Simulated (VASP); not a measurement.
Crystal: SiGe3.

```xyz
4
Lattice="2.7869 0.0000 0.0000 -1.3934 2.4135 0.0000 0.0000 0.0000 11.1292" Properties=species:S:1:pos:R:3 pbc="T T T"
Si    0.0000    0.0000    5.5646
Ge    0.0000    0.0000    8.2273
Ge    0.0000    0.0000    0.0000
Ge    0.0000    0.0000    2.9019
```

```yaml
Program: VASP 6.6.1
Task: relaxation of cell and atoms
Functional: PBE
Potentials_or_basis: VASP PAW PBE potentials, release 64 (Si, Ge_d)
Cutoff: 600 eV
k_mesh: 18 × 18 × 4
Occupations: gaussian, width 0.1 eV
Spin: no spin polarisation
```

At the start: pressure -0.8 GPa; volume 18.71 Å³/atom.

Q: How do energy, volume and symmetry change on relaxing?

A: Over 15 steps the energy falls by 28.5 meV/atom and the volume is 18.27 Å³/atom (-2.4 %); space group P6/mmm (No. 191, to 0.1 Å) before and after.

Step by step:
```
step  energy change (eV)  largest force (eV/Å)  pressure (GPa)  volume (Å³)
   1              0.0000                0.0149           -0.79        74.86
   2             -0.1000                0.2146           -0.28        73.79
   3             -0.1026                0.2505           -0.08        73.56
   4             -0.1026                0.2456           -0.06        73.59
   5             -0.1079                0.1812           -0.11        73.48
   6             -0.1136                0.0457           -0.29        73.27
   7             -0.1139                0.0024           -0.17        73.20
   8             -0.1139                0.0057           -0.24        73.21
   9             -0.1137                0.0056            0.16        72.74
  10             -0.1141                0.0032            0.14        73.05
  11             -0.1140                0.0033           -0.09        73.07
  12             -0.1141                0.0012            0.13        73.05
  13             -0.1141                0.0033           -0.05        73.06
  14             -0.1141                0.0009           -0.01        73.06
  15             -0.1141                0.0011            0.05        73.09
```

Final structure:
```
Si Ge
1.0
     2.82959    0.00000    0.00000
    -1.41479    2.45049    0.00000
     0.00000    0.00000   10.54158
Si Ge
1 3
Direct
  0.00000 0.00000 0.50000
  0.00000 0.00000 0.74355
  0.00000 0.00000 0.00000
  0.00000 0.00000 0.25645
```

Caveat: the highest band is partly filled, so the run has too few bands.
